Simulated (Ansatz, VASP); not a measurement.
# Two plane-wave programs on WC

```
W C
1.0
     2.90650    0.00000    0.00000
    -1.45325    2.51710    0.00000
     0.00000    0.00000    2.83660
W C
1 1
Cartesian
  0.0000 0.0000 0.0000
  1.4533 0.8390 1.4183
```

Alike in both runs: task single point; functional PBE; k mesh 15 × 15 × 12; occupations gaussian, width 0.05 eV; no spin polarisation.

|  | VASP | Ansatz |
| --- | --- | --- |
| version | VASP 6.6.1 | Ansatz 0.2.0 |
| potentials or method | VASP PAW PBE potentials, release 64 (W_sv, C), cutoff 520 eV | scalar-relativistic, plane waves, PAW |
| valence electrons in the cell | 18 | 18 |

Ansatz gave:

```
gap on the k mesh at the Fermi level (eV)                     : none
pressure (GPa)                                                : 5.5
traceless stress, the component that is largest in VASP (GPa) : -0.51
```

Q: What did VASP give for the same quantities?

A: gap on the k mesh at the Fermi level (eV): none; pressure (GPa): 6.6; traceless stress, the component that is largest in VASP (GPa): -0.30.

A gap of «none» marks a metal or a gap that the smearing closes.

Spin-orbit coupling is off throughout.
